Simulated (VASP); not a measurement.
# GaO (P6_3/mmc) in VASP: a series of runs, part 2 of 2

VASP 6.6.1. The steps go on from the part before.

## (4) Single point, PBE

This run uses another cell than the first one, of 16.56 Å³/atom, 0.957 times its volume.

Contents of INCAR:

```
SYSTEM = GaO
PREC     = Accurate       ! precision mode
ENCUT    = 520            ! plane-wave cutoff, eV
EDIFF    = 1E-6           ! SCF threshold, eV
ISMEAR   = 0              ! smearing method
SIGMA    = 0.1            ! smearing width, eV
LREAL    = .False.        ! projectors in reciprocal space
LASPH    = .True.         ! aspherical terms in the spheres
NELM     = 100            ! most SCF steps
ALGO     = Normal         ! electronic algorithm
ISIF     = 2              ! what is computed and relaxed
LWAVE    = .False.        ! write WAVECAR
LCHARG   = .False.        ! write CHGCAR
GGA      = PE             ! functional
NBANDS   = 27             ! bands
```

Contents of KPOINTS:

```
regular mesh
0
Gamma
  18 18 8
  0 0 0
```

Contents of POSCAR:

```
GaO
1.0
    3.4505165735      0.0000000000      0.0000000000
   -1.7252582867      2.9882350088      0.0000000000
    0.0000000000      0.0000000000      6.4229748311
Ga O
2 2
Direct
    0.3333333333      0.6666666667      0.2500000000
    0.6666666667      0.3333333333      0.7500000000
    0.3333333333      0.6666666667      0.7500000000
    0.6666666667      0.3333333333      0.2500000000
```

Potentials or basis: VASP PAW PBE potentials, release 64 (Ga_d, O).

Command:

```
cat potpaw_PBE.64/Ga_d/POTCAR potpaw_PBE.64/O/POTCAR > POTCAR
mpirun -np 1 vasp_std > vasp.out
```

OUTCAR:

```text
SYSTEM = GaO
   PREC = Accurate
   ENCUT = 520
   EDIFF = 1E-6
   ISMEAR = 0
   LREAL = .False.
   LASPH = .True.
   NELM = 100
   ISIF = 2
   GGA = PE

 ion  position               nearest neighbor table
   1  0.333  0.667  0.250-   4 1.99   4 1.99   4 1.99
   2  0.667  0.333  0.750-   3 1.99   3 1.99   3 1.99
   3  0.333  0.667  0.750-   2 1.99   2 1.99   2 1.99
   4  0.667  0.333  0.250-   1 1.99   1 1.99   1 1.99

  LATTYP: Found a hexagonal cell.
 ALAT       =     3.4505165735
 C/A-ratio  =     1.8614531170

  Lattice vectors:

[... 910 lines left out ...]
     27      13.4919      0.00000

 [... further k-points ...]
[... 5 lines left out ...]
  --------------------------------------------------------------------------------------
  -------------------------------------------------------------------------------------
  Total        0.2711263      0.2711263     -0.0647889      0.0000000      0.0000000      0.0000000
  in kB        6.5591429      6.5591429     -1.5673858      0.0000000      0.0000000      0.0000000
  external PRESSURE =       3.8503000 kB  Pullay stress =       0.0000000 kB

 VOLUME and BASIS-vectors are now :
 -----------------------------------------------------------------------------
  energy-cutoff  :      520.00
  volume of cell :       66.23
      direct lattice vectors                 reciprocal lattice vectors
     3.450516573  0.000000000  0.000000000     0.289811679  0.167322851  0.000000000
    -1.725258287  2.988235009  0.000000000     0.000000000  0.334645701  0.000000000
     0.000000000  0.000000000  6.422974831     0.000000000  0.000000000  0.155691097

 POSITION                                       TOTAL-FORCE (eV/Angst)
 -----------------------------------------------------------------------------------
     -0.00000      1.99216      1.60574         0.000000     -0.000000      0.000000
      1.72526      0.99608      4.81723        -0.000000      0.000000     -0.000000
     -0.00000      1.99216      4.81723         0.000000      0.000000      0.000000
      1.72526      0.99608      1.60574        -0.000000      0.000000      0.000000
 -----------------------------------------------------------------------------------
    total drift:                               -0.000000     -0.000000     -0.000000

  FREE ENERGIE OF THE ION-ELECTRON SYSTEM (eV)
  ---------------------------------------------------
  free  energy   TOTEN  =       -19.4323645446 eV

  energy  without entropy=      -19.4262418959  energy(sigma->0) =      -19.42930322
```

OSZICAR:

```text
N       E                     dE             d eps       ncg     rms          rms(c)
DAV:   1     0.349238026701E+03    0.34924E+03   -0.18990E+04 10513   0.232E+03
DAV:   2     0.282347805358E+02   -0.32100E+03   -0.30275E+03 11201   0.514E+02
DAV:   3    -0.210228950823E+02   -0.49258E+02   -0.48306E+02 11668   0.158E+02
DAV:   4    -0.230580611485E+02   -0.20352E+01   -0.20189E+01 12622   0.346E+01
DAV:   5    -0.230951472214E+02   -0.37086E-01   -0.37051E-01 11228   0.427E+00    0.109E+01
DAV:   6    -0.196243653517E+02    0.34708E+01   -0.16220E+01 16038   0.400E+01    0.430E+00
DAV:   7    -0.194796445277E+02    0.14472E+00   -0.11753E+00 12496   0.972E+00    0.202E+00
DAV:   8    -0.194554813596E+02    0.24163E-01   -0.40117E-01 10774   0.525E+00    0.139E+00
DAV:   9    -0.194315823340E+02    0.23899E-01   -0.66985E-02 12862   0.249E+00    0.156E-01
DAV:  10    -0.194323199972E+02   -0.73766E-03   -0.39017E-03 11473   0.405E-01    0.420E-02
DAV:  11    -0.194323738270E+02   -0.53830E-04   -0.92091E-05 11735   0.962E-02    0.387E-02
DAV:  12    -0.194323656266E+02    0.82004E-05   -0.23216E-05 11489   0.412E-02    0.139E-02
DAV:  13    -0.194323647311E+02    0.89545E-06   -0.14826E-05 12635   0.310E-02    0.437E-03
DAV:  14    -0.194323645446E+02    0.18655E-06   -0.16258E-06  7525   0.142E-02
   1 F= -.19432365E+02 E0= -.19429303E+02  d E =-.612265E-02
```

stdout:

```text
POSCAR found type information on POSCAR GaO
 POSCAR found :  2 types and       4 ions
 scaLAPACK will be used
 LDA part: xc-table for (Slater+PW92), standard interpolation
 POSCAR, INCAR and KPOINTS ok, starting setup
 FFT: planning ... GRIDC
 FFT: planning ... GRID_SOFT
 FFT: planning ... GRID
 WAVECAR not read
 entering main loop
```

Wall time 4.2 min (1 thread of Intel Xeon Platinum 8488C (Sapphire Rapids), shared host); peak memory 0.38 GiB.

Results:

| Quantity | Value |
| --- | --- |
| Free energy | -19.4324 eV |
| Pressure | 0.4 GPa |
| Band gap on the k mesh | zero (band 19 reaches 6.02 eV, above the bottom of band 20 at 1.35 eV) |

## (5) Overview

```tsv
task	spin	cell	k mesh	cutoff (eV)	gap on the mesh (eV)	pressure (GPa)
relaxation of cell and atoms	off	relaxed from a = 3.433, b = 3.433, c = 6.781 Å, angles 90.0, 90.0, 120.0°, 4 atoms	6 × 6 × 4	600	none	-0.3
single point	collinear, ferromagnetic start	a = 3.433, b = 3.433, c = 6.781 Å, angles 90.0, 90.0, 120.0°, 4 atoms	6 × 6 × 4	520	none	0.7
single point	off	a = 3.451, b = 3.451, c = 6.423 Å, angles 90.0, 90.0, 120.0°, 4 atoms	18 × 18 × 8	520	none	0.4
```

Alike in all rows: level PBE; potentials or basis VASP PAW PBE potentials, release 64 (Ga_d, O); smearing gaussian 0.1 eV.

Absolute energies hang on the potentials; compare differences alone.
